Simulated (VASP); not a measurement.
# Cu (Cmcm) in VASP: single point with PBE

Aim: the single point of Cu with PBE.

Program: VASP 6.6.1. These are calculated values, not measurements. Logs are shortened: lines on timing, memory, paths and dates and some standing lists are left out, and cuts for length are marked.

**1. The cell of the first run**

Symmetry: Cmcm, No. 63, orthorhombic system. The conventional cell has a = 2.437 Å, b = 7.953 Å, c = 2.475 Å, α = 90.00°, β = 90.00°, γ = 90.00°. Within 3.2 Å of Cu (site symmetry m2m) lie 10 Cu at 2.44 to 2.54 Å.

**2. Single point, PBE**

Input file INCAR:

```
PREC = Accurate ; ENCUT = 520
EDIFF = 1E-7 ; ISMEAR = 0
SIGMA = 0.15 ; LREAL = False
LASPH = True ; NELM = 100
ALGO = Fast ; ISIF = 2
LWAVE = False ; LCHARG = False
GGA = PE ; NBANDS = 18
```

Input file KPOINTS:

```
regular mesh
0
Gamma
  22 22 22
```

Input file POSCAR:

```
Cu
1.0
    1.2184636900     -3.9763780104      0.0000000000
    1.2184636900      3.9763780104      0.0000000000
    0.0000000000      0.0000000000      2.4754955235
Cu
2
Direct
    0.1338666500      0.8661333500      0.2500000000
    0.8661333500      0.1338666500      0.7500000000
```

Potentials or basis: VASP PAW PBE potentials, release 64 (Cu).

Command:

```
$ cat potpaw_PBE.64/Cu/POTCAR > POTCAR
$ mpirun -np 1 vasp_std > vasp.out
```

OUTCAR:

```text
PREC = Accurate
   ENCUT = 520
   EDIFF = 1E-7
   ISMEAR = 0
   LREAL = False
   LASPH = True
   NELM = 100
   ISIF = 2
   GGA = PE

 ion  position               nearest neighbor table
   1  0.134  0.866  0.250-   2 2.46   2 2.46   2 2.54   2 2.54   2 2.54   2 2.54
   2  0.866  0.134  0.750-   1 2.46   1 2.46   1 2.54   1 2.54   1 2.54   1 2.54

  LATTYP: Found a base centered orthorhombic cell.
 ALAT       =     2.4369273800
 B/A-ratio  =     3.2634357864
 C/A-ratio  =     1.0158265461

  Lattice vectors:

 A1 = (   1.2184636900,  -3.9763780104,   0.0000000000)
 A2 = (   1.2184636900,   3.9763780104,   0.0000000000)
 A3 = (   0.0000000000,   0.0000000000,   2.4754955235)

Analysis of symmetry for initial positions (statically):
=====================================================================
 Subroutine PRICEL returns:
 Original cell was already a primitive cell.

 Routine SETGRP: Setting up the symmetry group for a
 base centered orthorhombic supercell.

 Subroutine GETGRP returns: Found  8 space group operations
 (whereof  4 operations were pure point group operations)
 out of a pool of  8 trial point group operations.

The static configuration has the point symmetry C_2h.
 The point group associated with its full space group is D_2h.

Analysis of symmetry for dynamics (positions and initial velocities):
=====================================================================
 Subroutine PRICEL returns:
 Original cell was already a primitive cell.

 Routine SETGRP: Setting up the symmetry group for a
 base centered orthorhombic supercell.

 Subroutine GETGRP returns: Found  8 space group operations
 (whereof  4 operations were pure point group operations)
 out of a pool of  8 trial point group operations.

The dynamic configuration has the point symmetry C_2h.
 The point group associated with its full space group is D_2h.

 Subroutine INISYM returns: Found  8 space group operations
 (whereof  4 operations are pure point group operations),
 and found     1 'primitive' translations

----------------------------------------------------------------------------------------

                                     Primitive cell

  volume of cell :      23.9879

  direct lattice vectors                    reciprocal lattice vectors
     1.218463690 -3.976378010  0.000000000     0.410352811 -0.125742572  0.000000000
     1.218463690  3.976378010  0.000000000     0.410352811  0.125742572  0.000000000
     0.000000000  0.000000000  2.475495523     0.000000000  0.000000000  0.403959527

  length of vectors
     4.158874348  4.158874348  2.475495523     0.429186001  0.429186001  0.403959527

  position of ions in fractional coordinates (direct lattice)
     0.133866650  0.866133350  0.250000000
     0.866133350  0.133866650  0.750000000

  ion indices of the primitive-cell ions
   primitive index   ion index
                 1           1
                 2           2

----------------------------------------------------------------------------------------

 KPOINTS: regular mesh

Automatic generation of k-mesh.
 Grid dimensions read from file:
 generate k-points for:   22   22   22

 Generating k-lattice:

  Cartesian coordinates                     Fractional coordinates (reciprocal lattice)
     0.018652400 -0.005715571  0.000000000     0.045454545  0.000000000  0.000000000
     0.018652400  0.005715571  0.000000000     0.000000000  0.045454545  0.000000000
     0.000000000  0.000000000  0.018361797     0.000000000  0.000000000  0.045454545

  Length of vectors
     0.019508455  0.019508455  0.018361797

  Shift w.r.t. Gamma in fractional coordinates (k-lattice)
     0.000000000  0.000000000  0.000000000

 Subroutine IBZKPT returns following result:
 ===========================================

 Found   1596 irreducible k-points:

 Following reciprocal coordinates:
            Coordinates               Weight
  0.000000  0.000000  0.000000      1.000000
  0.045455 -0.000000  0.000000      4.000000
  0.090909 -0.000000  0.000000      4.000000
  0.136364  0.000000  0.000000      4.000000
  0.181818  0.000000  0.000000      4.000000
  0.227273 -0.000000  0.000000      4.000000
[... 16 lines left out ...]
  0.500000  0.045455  0.000000      4.000000
 -0.454545  0.045455  0.000000      4.000000
 [... further k-points ...]
   k-points           NKPTS =   1596   k-points in BZ     NKDIM =   1596   number of bands    NBANDS=     18
   number of dos      NEDOS =    301   number of ions     NIONS =      2
   total plane-waves  NPLWV =  18432
   dimension x,y,z NGX =    32 NGY =   32 NGZ =   18
   dimension x,y,z NGXF=    64 NGYF=   64 NGZF=   36
   ions per type =               2
   NGX,Y,Z   is equivalent  to a cutoff of  12.79, 12.79, 12.09 a.u.
   NGXF,Y,Z  is equivalent  to a cutoff of  25.58, 25.58, 24.18 a.u.
 SYSTEM =  unknown system
   PREC   = accura    normal or accurate (medium, high low for compatibility)
   ISTART =      0    job   : 0-new  1-cont  2-samecut
   ICHARG =      2    charge: 1-file 2-atom 10-const
   ISPIN  =      1    spin polarized calculation?
   LNONCOLLINEAR =      F non collinear calculations
   LSORBIT =      F    spin-orbit coupling
   LASPH  =      T    aspherical Exc in radial PAW
   ENCUT  =  520.0 eV  38.22 Ry    6.18 a.u.   7.73  7.73  4.60*2*pi/ulx,y,z
   NELM   =    100;   NELMIN=  2; NELMDL= -5     # of ELM steps
   EDIFF  = 0.1E-06   stopping-criterion for ELM
   LREAL  =      F    real-space projection
   EDIFFG = 0.1E-05   stopping-criterion for IOM
   NSW    =      0    number of steps for IOM
   IBRION =     -1    ionic relax: 0-MD 1-quasi-New 2-CG
   NFREE  =      0    steps in history (QN), initial steepest desc. (CG)
   ISIF   =      2    stress and relaxation
   ISYM   =      2    0-nonsym 1-usesym 2-fastsym
   POTIM  = 0.5000    time-step for ionic-motion
   TEBEG  =    0.0;   TEEND  =   0.0 temperature during run
   PSTRESS=    0.0 pullay stress
   NELECT =      22.0000    total number of electrons
   NUPDOWN=      -1.0000    fix difference up-down
   EMIN   =  10.00;   EMAX   =-10.00  energy-range for DOS
   EFERMI =   0.00;   METHOD = LEGACY
   ISMEAR =     0;   SIGMA  =   0.15  broadening in eV -4-tet -1-fermi 0-gaus
   EFERMI_NEDOS =   21; number of points for ismear=-14 and -15
   IALGO  =     68    algorithm
   IMIX   =      4    mixing-type and parameters
     AMIX     =   0.40;   BMIX     =  1.00
     AMIX_MAG =   1.60;   BMIX_MAG =  1.00
  volume/ion in A,a.u.               =      11.99        80.94
  Fermi-wavevector in a.u.,A,eV,Ry     =   1.590566  3.005733 34.421366  2.529899
  Thomas-Fermi vector in A             =   2.689241
   LORBIT       =      0    0 simple, 1 ext, 2 COOP (PROOUT), +10 PAW based schemes
   GGA     = PE    functional components
   LHFCALC =     F    Hartree Fock is set to
   AEXX    =    0.0000 exact exchange contribution
   IVDW    =     0    specifies the selected vdW correction
   LEPSILON=     F    determine dielectric tensor
   LRPA    =     F    only Hartree local field effects (RPA)
 non-spin polarized calculation
 RMM-DIIS sequential band-by-band and
 Gauss-broadening in eV      SIGMA  =   0.15
  energy-cutoff  :      520.00
  volume of cell :       23.99
 maximum number of plane-waves:       671
   NGX = 15   NGY = 15   NGZ =  9

 number of electron      21.9999988 magnetization

 Free energy of the ion-electron system (eV)
  ---------------------------------------------------
  ext. energy  EPLUGINS =         0.00000000
  ---------------------------------------------------
  free energy    TOTEN  =        -7.15386743 eV

  energy without entropy =       -7.14750066  energy(sigma->0) =       -7.15068405

 E-fermi :   7.3826     XC(G=0): -12.5998

 val. band max:        7.3798046675   @ k =  -0.1364   0.0909   0.5000
 cond. band min:       7.3826674107   @ k =   0.0000   0.0000   0.5000
 fundamental gap:      0.0028627431
 Fermi energy:         7.3825648513

 k-point     1 :       0.0000    0.0000    0.0000
  band No.  band energies     occupation
      1      -1.8436      2.00000
      2       2.4365      2.00000
      3       3.1946      2.00000
      4       3.6727      2.00000
      5       4.3763      2.00000
      6       4.6379      2.00000
[... 10 lines left out ...]
     17      26.9884      0.00000
     18      28.9677      0.00000

 k-point     2 :       0.0455   -0.0000    0.0000
  band No.  band energies     occupation
      1      -1.7837      2.00000
      2       2.4595      2.00000
      3       3.2172      2.00000
      4       3.6933      2.00000
      5       4.3832      2.00000
      6       4.6360      2.00000
[... 10 lines left out ...]
     17      27.3573      0.00000
     18      30.2355      0.00000

 k-point     3 :       0.0909   -0.0000    0.0000
  band No.  band energies     occupation
      1      -1.6053      2.00000
      2       2.5250      2.00000
      3       3.2835      2.00000
      4       3.7543      2.00000
      5       4.4031      2.00000
      6       4.6277      2.00000
[... 10 lines left out ...]
     17      27.6124      0.00000
     18      30.8028      0.00000

 k-point     4 :       0.1364    0.0000    0.0000
  band No.  band energies     occupation
      1      -1.3121      2.00000
      2       2.6229      2.00000
      3       3.3874      2.00000
      4       3.8501      2.00000
      5       4.4342      2.00000
      6       4.5626      2.00000
[... 375 lines left out ...]
      4       4.2720      2.00000
      5       4.4530      2.00000
      6       4.6058      2.00000
[... 10 lines left out ...]
     17      29.6005      0.00000
     18      29.7338      0.00000

 k-point    23 :       0.5000    0.0455    0.0000
  band No.  band energies     occupation
      1       2.2720      2.00000
      2       2.7742      2.00000
      3       3.6638      2.00000
      4       4.2795      2.00000
      5       4.4715      2.00000
      6       4.6242      2.00000
[... 10 lines left out ...]
     17      29.2006      0.00000
     18      29.6833      0.00000

 k-point    24 :      -0.4545    0.0455    0.0000
  band No.  band energies     occupation
      1       1.9752      2.00000
      2       2.8144      2.00000
      3       3.6446      2.00000
      4       4.2201      2.00000
      5       4.3889      2.00000
      6       4.6330      2.00000
[... 10 lines left out ...]
     17      28.1748      0.00000
     18      29.4384      0.00000

 [... further k-points ...]

------------------------ aborting loop because EDIFF is reached ----------------------------------------

  FORCE on cell =-STRESS in cart. coord.  units (eV):
  Direction    XX          YY          ZZ          XY          YZ          ZX
  --------------------------------------------------------------------------------------
  -------------------------------------------------------------------------------------
  Total        1.1171905      1.1437408      1.2081556      0.0000000     -0.0000000      0.0000000
  in kB       74.6183138     76.3916341     80.6939655      0.0000000     -0.0000000      0.0000000
  external PRESSURE =      77.2346378 kB  Pullay stress =       0.0000000 kB

 VOLUME and BASIS-vectors are now :
 -----------------------------------------------------------------------------
  energy-cutoff  :      520.00
  volume of cell :       23.99
      direct lattice vectors                 reciprocal lattice vectors
     1.218463690 -3.976378010  0.000000000     0.410352811 -0.125742572  0.000000000
     1.218463690  3.976378010  0.000000000     0.410352811  0.125742572  0.000000000
     0.000000000  0.000000000  2.475495523     0.000000000  0.000000000  0.403959527

 POSITION                                       TOTAL-FORCE (eV/Angst)
 -----------------------------------------------------------------------------------
      1.21846      2.91177      0.61887         0.000000      0.048617      0.000000
      1.21846     -2.91177      1.85662         0.000000     -0.048617     -0.000000
 -----------------------------------------------------------------------------------
    total drift:                                0.000000      0.000000      0.000000

  FREE ENERGIE OF THE ION-ELECTRON SYSTEM (eV)
  ---------------------------------------------------
  free  energy   TOTEN  =        -7.1538674289 eV

  energy  without entropy=       -7.1475006620  energy(sigma->0) =       -7.15068405
```

It took 7.5 min on 1 thread of Intel Xeon Platinum 8559C (Emerald Rapids), shared host; peak memory 0.63 GiB.

What came out:

```
Free energy            : -7.1539 eV
Pressure               : 7.7 GPa
Largest force          : 0.049 eV/Å
Band gap on the k mesh : zero (band 11 reaches 11.43 eV, above the bottom of band 12 at 5.75 eV)
```

Forces in eV/Å, atoms in the order of the input:
```
Cu   0.000  0.049  0.000
Cu   0.000 -0.049  0.000
```
